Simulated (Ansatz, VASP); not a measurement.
**Ba: VASP beside Ansatz**

```xyz
1
Lattice="-2.4097 2.4097 2.4097 2.4097 -2.4097 2.4097 2.4097 2.4097 -2.4097" Properties=species:S:1:pos:R:3 pbc="T T T"
Ba    0.0000    0.0000    0.0000
```

Alike in both runs: task single point; functional PBEsol; k mesh 12 × 12 × 12; occupations gaussian, width 0.1 eV; no spin polarisation.

|  | VASP | Ansatz |
| --- | --- | --- |
| version | VASP 6.6.1 | Ansatz 0.2.0 |
| potentials or method | VASP PAW PBE potentials, release 64 (Ba_sv), cutoff 520 eV | scalar-relativistic, plane waves, PAW |
| valence electrons in the cell | 10 | 10 |

VASP gave:

| Item | Value |
| --- | --- |
| gap on the k mesh at the Fermi level (eV) | none |
| pressure (GPa) | 0.4 |

Task: Estimate Ansatz's values.

Result: gap on the k mesh at the Fermi level (eV): none; pressure (GPa): 0.3.

VASP's potentials were made for PBE, not for PBEsol. A gap of «none» marks a metal or a gap that the smearing closes.

Neither program's run includes spin-orbit coupling.
